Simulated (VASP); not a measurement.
# Ge (Fd-3m) in VASP: settings compared

Ge is run at these levels: PBE, LDA; tasks: single point, relaxation of cell and atoms.

Program: VASP 6.6.1. These are calculated values, not measurements. Logs are shortened: lines on timing, memory, paths and dates and some standing lists are left out, and cuts for length are marked.

## (1) The cell of the first run

It takes space group Fd-3m (No. 227, cubic). The conventional cell has a = 5.658 Å, b = 5.658 Å, c = 5.658 Å, α = 90.00°, β = 90.00°, γ = 90.00°. Within 3.2 Å of Ge (site symmetry -43m) lie 4 Ge at 2.45 Å.

## (2) Single point, PBE

Input file INCAR:

```
SYSTEM = Ge
PREC     = Accurate       ! precision mode
ENCUT    = 520            ! plane-wave cutoff, eV
EDIFF    = 1E-6           ! SCF threshold, eV
ISMEAR   = 0              ! smearing method
SIGMA    = 0.014          ! smearing width, eV
LREAL    = .FALSE.        ! projectors in reciprocal space
LASPH    = .TRUE.         ! aspherical terms in the spheres
NELM     = 60             ! most SCF steps
ALGO     = Normal         ! electronic algorithm
ISIF     = 2              ! what is computed and relaxed
LWAVE    = .FALSE.        ! write WAVECAR
LCHARG   = .FALSE.        ! write CHGCAR
GGA      = PE             ! functional
NBANDS   = 21             ! bands
```

Input file KPOINTS:

```
Automatic mesh
0
G
  8 8 8
  0 0 0
```

Input file POSCAR:

```
Ge
1.0
    0.0000000000      2.8289100000      2.8289100000
    2.8289100000      0.0000000000      2.8289100000
    2.8289100000      2.8289100000      0.0000000000
Ge
2
Direct
    0.7500000000      0.7500000000      0.7500000000
    0.5000000000      0.5000000000      0.5000000000
```

Potentials or basis: VASP PAW PBE potentials, release 64 (Ge_d).

On the command line:

```sh
$ cat potpaw_PBE.64/Ge_d/POTCAR > POTCAR
$ mpirun -np 1 vasp_std > vasp.out
```

OUTCAR:

```text
SYSTEM = Ge
   PREC = Accurate
   ENCUT = 520
   EDIFF = 1E-6
   ISMEAR = 0
   LREAL = .FALSE.
   LASPH = .TRUE.
   NELM = 60
   ISIF = 2
   GGA = PE

 ion  position               nearest neighbor table
   1  0.750  0.750  0.750-   2 2.45   2 2.45   2 2.45   2 2.45
   2  0.500  0.500  0.500-   1 2.45   1 2.45   1 2.45   1 2.45

  LATTYP: Found a face centered cubic cell.
 ALAT       =     5.6578200000

  Lattice vectors:

 A1 = (   0.0000000000,   2.8289100000,   2.8289100000)
 A2 = (   2.8289100000,   0.0000000000,   2.8289100000)
 A3 = (   2.8289100000,   2.8289100000,   0.0000000000)

Analysis of symmetry for initial positions (statically):
=====================================================================
 Subroutine PRICEL returns:
 Original cell was already a primitive cell.

 Routine SETGRP: Setting up the symmetry group for a
 face centered cubic supercell.

 Subroutine GETGRP returns: Found 48 space group operations
 (whereof 24 operations were pure point group operations)
 out of a pool of 48 trial point group operations.

The static configuration has the point symmetry T_d .
 The point group associated with its full space group is O_h .

Analysis of symmetry for dynamics (positions and initial velocities):
=====================================================================
 Subroutine PRICEL returns:
 Original cell was already a primitive cell.

 Routine SETGRP: Setting up the symmetry group for a
 face centered cubic supercell.

 Subroutine GETGRP returns: Found 48 space group operations
 (whereof 24 operations were pure point group operations)
 out of a pool of 48 trial point group operations.

The dynamic configuration has the point symmetry T_d .
 The point group associated with its full space group is O_h .

 Subroutine INISYM returns: Found 48 space group operations
 (whereof 24 operations are pure point group operations),
 and found     1 'primitive' translations

----------------------------------------------------------------------------------------

                                     Primitive cell

  volume of cell :      45.2780

  direct lattice vectors                    reciprocal lattice vectors
     0.000000000  2.828910000  2.828910000    -0.176746521  0.176746521  0.176746521
     2.828910000  0.000000000  2.828910000     0.176746521 -0.176746521  0.176746521
     2.828910000  2.828910000  0.000000000     0.176746521  0.176746521 -0.176746521

  length of vectors
     4.000682889  4.000682889  4.000682889     0.306133954  0.306133954  0.306133954

  position of ions in fractional coordinates (direct lattice)
     0.750000000  0.750000000  0.750000000
     0.500000000  0.500000000  0.500000000

  ion indices of the primitive-cell ions
   primitive index   ion index
                 1           1
                 2           2

----------------------------------------------------------------------------------------

 KPOINTS: Automatic mesh

Automatic generation of k-mesh.
 Grid dimensions read from file:
 generate k-points for:    8    8    8

 Generating k-lattice:

  Cartesian coordinates                     Fractional coordinates (reciprocal lattice)
    -0.022093315  0.022093315  0.022093315     0.125000000  0.000000000  0.000000000
     0.022093315 -0.022093315  0.022093315     0.000000000  0.125000000  0.000000000
     0.022093315  0.022093315 -0.022093315     0.000000000  0.000000000  0.125000000

  Length of vectors
     0.038266744  0.038266744  0.038266744

  Shift w.r.t. Gamma in fractional coordinates (k-lattice)
     0.000000000  0.000000000  0.000000000

 Subroutine IBZKPT returns following result:
 ===========================================

 Found     29 irreducible k-points:

 Following reciprocal coordinates:
            Coordinates               Weight
  0.000000  0.000000  0.000000      1.000000
  0.125000  0.000000  0.000000      8.000000
  0.250000  0.000000  0.000000      8.000000
  0.375000  0.000000  0.000000      8.000000
  0.500000  0.000000  0.000000      4.000000
  0.125000  0.125000  0.000000      6.000000
[... 16 lines left out ...]
  0.500000  0.250000  0.125000     48.000000
 -0.375000  0.250000  0.125000     24.000000
 [... further k-points ...]
   k-points           NKPTS =     29   k-points in BZ     NKDIM =     29   number of bands    NBANDS=     21
   number of dos      NEDOS =    301   number of ions     NIONS =      2
   total plane-waves  NPLWV =  27000
   dimension x,y,z NGX =    30 NGY =   30 NGZ =   30
   dimension x,y,z NGXF=    60 NGYF=   60 NGZF=   60
   ions per type =               2
   NGX,Y,Z   is equivalent  to a cutoff of  12.47, 12.47, 12.47 a.u.
   NGXF,Y,Z  is equivalent  to a cutoff of  24.93, 24.93, 24.93 a.u.
 SYSTEM =  Ge
   PREC   = accura    normal or accurate (medium, high low for compatibility)
   ISTART =      0    job   : 0-new  1-cont  2-samecut
   ICHARG =      2    charge: 1-file 2-atom 10-const
   ISPIN  =      1    spin polarized calculation?
   LNONCOLLINEAR =      F non collinear calculations
   LSORBIT =      F    spin-orbit coupling
   LASPH  =      T    aspherical Exc in radial PAW
   ENCUT  =  520.0 eV  38.22 Ry    6.18 a.u.   7.44  7.44  7.44*2*pi/ulx,y,z
   NELM   =     60;   NELMIN=  2; NELMDL= -5     # of ELM steps
   EDIFF  = 0.1E-05   stopping-criterion for ELM
   LREAL  =      F    real-space projection
   EDIFFG = 0.1E-04   stopping-criterion for IOM
   NSW    =      0    number of steps for IOM
   IBRION =     -1    ionic relax: 0-MD 1-quasi-New 2-CG
   NFREE  =      0    steps in history (QN), initial steepest desc. (CG)
   ISIF   =      2    stress and relaxation
   ISYM   =      2    0-nonsym 1-usesym 2-fastsym
   POTIM  = 0.5000    time-step for ionic-motion
   TEBEG  =    0.0;   TEEND  =   0.0 temperature during run
   PSTRESS=    0.0 pullay stress
   NELECT =      28.0000    total number of electrons
   NUPDOWN=      -1.0000    fix difference up-down
   EMIN   =  10.00;   EMAX   =-10.00  energy-range for DOS
   EFERMI =   0.00;   METHOD = LEGACY
   ISMEAR =     0;   SIGMA  =   0.01  broadening in eV -4-tet -1-fermi 0-gaus
   EFERMI_NEDOS =   21; number of points for ismear=-14 and -15
   IALGO  =     38    algorithm
   IMIX   =      4    mixing-type and parameters
     AMIX     =   0.40;   BMIX     =  1.00
     AMIX_MAG =   1.60;   BMIX_MAG =  1.00
  volume/ion in A,a.u.               =      22.64       152.78
  Fermi-wavevector in a.u.,A,eV,Ry     =   1.394756  2.635708 26.468033  1.945346
  Thomas-Fermi vector in A             =   2.518275
   LORBIT       =      0    0 simple, 1 ext, 2 COOP (PROOUT), +10 PAW based schemes
   GGA     = PE    functional components
   LHFCALC =     F    Hartree Fock is set to
   AEXX    =    0.0000 exact exchange contribution
   IVDW    =     0    specifies the selected vdW correction
   LEPSILON=     F    determine dielectric tensor
   LRPA    =     F    only Hartree local field effects (RPA)
 non-spin polarized calculation
 Gauss-broadening in eV      SIGMA  =   0.01
  energy-cutoff  :      520.00
  volume of cell :       45.28
 maximum number of plane-waves:      1243
 NGX is ok and might be reduce to    30
   NGX = 15   NGY = 15   NGZ = 15

 number of electron      28.0000022 magnetization

 Free energy of the ion-electron system (eV)
  ---------------------------------------------------
  ext. energy  EPLUGINS =         0.00000000
  ---------------------------------------------------
  free energy    TOTEN  =        -8.99883356 eV

  energy without entropy =       -8.99882230  energy(sigma->0) =       -8.99882793

 E-fermi :   5.0143     XC(G=0):  -9.9229

 val. band max:        4.9944788173   @ k =   0.0000   0.0000   0.0000
 cond. band min:       5.0291081304   @ k =   0.0000   0.0000   0.0000
 fundamental gap:      0.0346293131
 Fermi energy:         5.0143165677

 k-point     1 :       0.0000    0.0000    0.0000
  band No.  band energies     occupation
      1     -19.8211      2.00000
      2     -19.8211      2.00000
      3     -19.8211      2.00000
      4     -19.7850      2.00000
      5     -19.7850      2.00000
      6     -19.5744      2.00000
[... 13 lines left out ...]
     20      14.4761      0.00000
     21      14.4761      0.00000

 k-point     2 :       0.1250    0.0000    0.0000
  band No.  band energies     occupation
      1     -19.8292      2.00000
      2     -19.8292      2.00000
      3     -19.8186      2.00000
      4     -19.7736      2.00000
      5     -19.7736      2.00000
      6     -19.5863      2.00000
[... 13 lines left out ...]
     20      13.5766      0.00000
     21      13.5766      0.00000

 k-point     3 :       0.2500    0.0000    0.0000
  band No.  band energies     occupation
      1     -19.8393      2.00000
      2     -19.8393      2.00000
      3     -19.8125      2.00000
      4     -19.7564      2.00000
      5     -19.7564      2.00000
      6     -19.6000      2.00000
[... 13 lines left out ...]
     20      13.3273      0.00000
     21      13.3273      0.00000

 k-point     4 :       0.3750    0.0000    0.0000
  band No.  band energies     occupation
      1     -19.8443      2.00000
      2     -19.8443      2.00000
      3     -19.8062      2.00000
      4     -19.7459      2.00000
      5     -19.7459      2.00000
      6     -19.6071      2.00000
[... 13 lines left out ...]
     20      14.5039      0.00000
     21      14.5039      0.00000

 k-point     5 :       0.5000    0.0000    0.0000
  band No.  band energies     occupation
      1     -19.8456      2.00000
      2     -19.8456      2.00000
      3     -19.8035      2.00000
      4     -19.7431      2.00000
      5     -19.7431      2.00000
      6     -19.6087      2.00000
[... 13 lines left out ...]
     20      16.0845      0.00000
     21      16.2181      0.00000

 k-point     6 :       0.1250    0.1250    0.0000
  band No.  band energies     occupation
      1     -19.8286      2.00000
      2     -19.8268      2.00000
      3     -19.8268      2.00000
      4     -19.7761      2.00000
      5     -19.7613      2.00000
      6     -19.6087      2.00000
[... 13 lines left out ...]
     20      12.6418      0.00000
     21      14.7416      0.00000

 k-point     7 :       0.2500    0.1250    0.0000
  band No.  band energies     occupation
      1     -19.8423      2.00000
      2     -19.8350      2.00000
      3     -19.8181      2.00000
      4     -19.7620      2.00000
      5     -19.7414      2.00000
      6     -19.6292      2.00000
[... 13 lines left out ...]
     20      13.9518      0.00000
     21      14.5330      0.00000
[... 291 lines left out ...]
      1     -19.8720      2.00000
      2     -19.8561      2.00000
      3     -19.7672      2.00000
      4     -19.7083      2.00000
      5     -19.6820      2.00000
      6     -19.6686      2.00000
[... 13 lines left out ...]
     20      14.8168      0.00000
     21      18.5834      0.00000

 k-point    21 :       0.5000    0.5000    0.0000
  band No.  band energies     occupation
      1     -19.8550      2.00000
      2     -19.8550      2.00000
      3     -19.7695      2.00000
      4     -19.7695      2.00000
      5     -19.6702      2.00000
      6     -19.6702      2.00000
[... 13 lines left out ...]
     20      16.6053      0.00000
     21      17.8363      0.00000

 k-point    22 :       0.3750    0.2500    0.1250
  band No.  band energies     occupation
      1     -19.8497      2.00000
      2     -19.8472      2.00000
      3     -19.8044      2.00000
      4     -19.7488      2.00000
      5     -19.7202      2.00000
      6     -19.6509      2.00000
[... 13 lines left out ...]
     20      15.1340      0.00000
     21      15.3939      0.00000

 k-point    23 :       0.5000    0.2500    0.1250
  band No.  band energies     occupation
      1     -19.8616      2.00000
      2     -19.8537      2.00000
      3     -19.7827      2.00000
      4     -19.7338      2.00000
      5     -19.7075      2.00000
      6     -19.6595      2.00000
[... 13 lines left out ...]
     20      14.6693      0.00000
     21      16.5255      0.00000

 k-point    24 :      -0.3750    0.2500    0.1250
  band No.  band energies     occupation
      1     -19.8668      2.00000
      2     -19.8551      2.00000
      3     -19.7728      2.00000
      4     -19.7228      2.00000
      5     -19.7090      2.00000
      6     -19.6544      2.00000
[... 13 lines left out ...]
     20      15.9593      0.00000
     21      16.4688      0.00000

 [... further k-points ...]

------------------------ aborting loop because EDIFF is reached ----------------------------------------

  FORCE on cell =-STRESS in cart. coord.  units (eV):
  Direction    XX          YY          ZZ          XY          YZ          ZX
  --------------------------------------------------------------------------------------
  -------------------------------------------------------------------------------------
  Total        0.9806670      0.9806670      0.9806670      0.0000000      0.0000000      0.0000000
  in kB       34.7012211     34.7012211     34.7012211      0.0000000      0.0000000      0.0000000
  external PRESSURE =      34.7012211 kB  Pullay stress =       0.0000000 kB

 VOLUME and BASIS-vectors are now :
 -----------------------------------------------------------------------------
  energy-cutoff  :      520.00
  volume of cell :       45.28
      direct lattice vectors                 reciprocal lattice vectors
     0.000000000  2.828910000  2.828910000    -0.176746521  0.176746521  0.176746521
     2.828910000  0.000000000  2.828910000     0.176746521 -0.176746521  0.176746521
     2.828910000  2.828910000  0.000000000     0.176746521  0.176746521 -0.176746521

 POSITION                                       TOTAL-FORCE (eV/Angst)
 -----------------------------------------------------------------------------------
      4.24336      4.24336      4.24336         0.000000     -0.000000     -0.000000
      2.82891      2.82891      2.82891        -0.000000      0.000000      0.000000
 -----------------------------------------------------------------------------------
    total drift:                                0.000000     -0.000000     -0.000000

  FREE ENERGIE OF THE ION-ELECTRON SYSTEM (eV)
  ---------------------------------------------------
  free  energy   TOTEN  =        -8.9988335643 eV

  energy  without entropy=       -8.9988223016  energy(sigma->0) =       -8.99882793
```

Run time: 15 s. Hardware: 1 thread of Intel Xeon 6975P-C (Granite Rapids), shared host; peak memory 0.16 GiB.

Results:

* Free energy: -8.9988 eV
* Pressure: 3.5 GPa
* Band gap on the k mesh: 0.03 eV, direct

A k mesh can miss the band edges.

(Part 1 of 2 ends here.)
